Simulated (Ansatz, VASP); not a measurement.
AlN: VASP beside Ansatz

```
CELL_PARAMETERS angstrom
3.11383 0.00000 0.00000
-1.55692 2.69666 0.00000
0.00000 0.00000 4.98285
ATOMIC_POSITIONS crystal
Al 0.33333 0.66667 0.99899
Al 0.66667 0.33333 0.49899
N 0.33333 0.66667 0.38101
N 0.66667 0.33333 0.88101
```

Alike in both runs: functional PBEsol; k mesh 14 × 14 × 8; occupations fermi-dirac, width 0.1 eV; no spin polarisation.

Ansatz relaxed the structure, and its values are those at the end. VASP's run is a single point on that final structure, the one shown.

|  | VASP | Ansatz |
| --- | --- | --- |
| version | VASP 6.6.1 | Ansatz 0.2.0 |
| potentials or method | VASP PAW PBE potentials, release 64 (Al, N) | PAW with Ansatz's default frozen-core files, scalar-relativistic |
| plane-wave cutoff (eV) | 520 | 420 |
| valence electrons in the cell | 16 | 16 |

```tsv
	VASP	Ansatz	Ansatz less VASP
gap on the k mesh at the Fermi level (eV)	4.11	4.09	-0.016
pressure (GPa)	0.0	0.0	+0.06
```

VASP's potentials were made for PBE, not for PBEsol. With one functional, cell and mesh, what is left measures potentials, basis and numerics.
